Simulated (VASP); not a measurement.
# Lu: vibrations by perturbation theory with PBEsol

Lu:

```xyz
2
Lattice="3.5031 0.0000 0.0000 -1.7515 3.0338 0.0000 0.0000 0.0000 5.5509" Properties=species:S:1:pos:R:3 pbc="T T T"
Lu    1.7516    1.0113    4.1632
Lu    0.0000    2.0225    1.3877
```

| Item | Value |
| --- | --- |
| Program | VASP 6.6.1 |
| Task | vibrations by perturbation theory |
| Functional | PBEsol |
| Potentials or basis | VASP PAW PBE potentials, release 64 (Lu) |
| Cutoff | 520 eV |
| k mesh | 8 × 8 × 4 |
| Occupations | fermi-dirac, width 0.05 eV |
| Spin | no spin polarisation |
| Dipole correction | no |
| Further INCAR settings | ALGO = Normal; EDIFF = 1e-08; NBANDS = 32; IBRION = 8; NSW = 1 |

```json
{"Highest phonon frequency at Γ": "111 cm⁻¹"}
```

Phonon frequencies in cm⁻¹ (negative: imaginary):
| q point | frequencies |
| --- | --- |
| (0.000, 0.000, 0.000) | 0 0 0 73 73 111 |

Wall time 11 min on 1 thread of Intel(R) Xeon(R) 6975P-C (Granite Rapids) (shared host), peak memory 0.49 GiB.

Caveat: the cell wasn't relaxed at this level first, which shifts response properties.
